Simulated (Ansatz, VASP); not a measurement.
# Re in VASP and in Ansatz

```
Re
1.0
     2.54977    0.00000    0.00000
    -1.27488    2.20816    0.00000
     0.00000    0.00000    4.07704
Re
2
Direct
  0.33333 0.66667 0.25000
  0.66667 0.33333 0.75000
```

Change from the starting cell: volume scaled by 0.94, crystal datasets.

Alike in both runs: task electric field gradients; functional PBE; k mesh 14 × 14 × 8; occupations fermi-dirac, width 0.05 eV; no spin polarisation.

```csv
,VASP,Ansatz
version,VASP 6.6.1,Ansatz 0.2.0
potentials or method,"VASP PAW PBE potentials, release 64 (Re), cutoff 520 eV","all-electron PAW with datasets made for the crystal, scalar-relativistic"
```

|  | VASP | Ansatz | Ansatz less VASP |
| --- | --- | --- | --- |
| pressure (GPa) | 174.3 | 169.4 | -4.90 |
| traceless stress, the component that is largest in VASP (GPa) | 6.23 | 6.23 | 0.000 |
| size of Vzz on the site where it differs most (V/Å²) | 107.2 | 81.6 | -25.58 |

Both programs put the cell under a high pressure, so it lies far from rest at this level. Ansatz ran all-electron here, and VASP with PAW potentials.

Spin-orbit coupling is off throughout. Noted on VASP's run: the cell as given lies far from equilibrium.
